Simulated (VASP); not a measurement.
Set up this calculation in VASP 6.6.1, as the native input.

```
Task                   : single point
Functional             : LDA
Potentials or basis    : VASP PAW LDA potentials, release 64 (Hf_pv, H)
Cutoff                 : 520 eV
k mesh                 : 12 × 12 × 12
Occupations            : fermi-dirac, width 0.03 eV
Spin                   : no spin polarisation
Dipole correction      : no
Further INCAR settings : ALGO = Normal; EDIFF = 1e-06; NBANDS = 13
```

The structure of HfH2 lies in POSCAR:

```
HfH2
1.0
   -1.7390000000      1.7390000000      2.2023050000
    1.7390000000     -1.7390000000      2.2023050000
    1.7390000000      1.7390000000     -2.2023050000
Hf H
1 2
Direct
    0.0000000000      0.0000000000      0.0000000000
    0.7500000000      0.2500000000      0.5000000000
    0.2500000000      0.7500000000      0.5000000000
```

This cell differs from its parent crystal: zz strain of +1 %.

One way to write it, as run:

INCAR

```
SYSTEM = HfH2
ALGO = Normal ; EDIFF = 1E-6
ENCUT = 520 ; GGA = CA
ISIF = 2 ; ISMEAR = -1
LASPH = .TRUE. ; LCHARG = .FALSE.
LREAL = .FALSE. ; LWAVE = .FALSE.
NBANDS = 13 ; NELM = 80
PREC = Accurate ; SIGMA = 0.03
```

KPOINTS

```
k-points
0
G
  12 12 12
  0 0 0
```

Potentials or basis: VASP PAW LDA potentials, release 64 (Hf_pv, H).

Launch:

```bash
$ cat potpaw_LDA.64/Hf_pv/POTCAR potpaw_LDA.64/H/POTCAR > POTCAR
$ mpirun -np 1 vasp_std > vasp.out
```

It gave:

```yaml
Pressure: -9.7 GPa
Band_gap_on_the_k_mesh: zero (bands 6 and 7 overlap by 0.98 eV)
```

Caveat: the cell differs from its parent crystal (zz strain of +1 %); the cell stands under tension; spin-orbit coupling is left out, which moves the levels of the heavy elements.

Run time: 29 s on 1 thread of Intel(R) Xeon(R) 6975P-C (Granite Rapids) (shared host), peak memory 0.19 GiB.
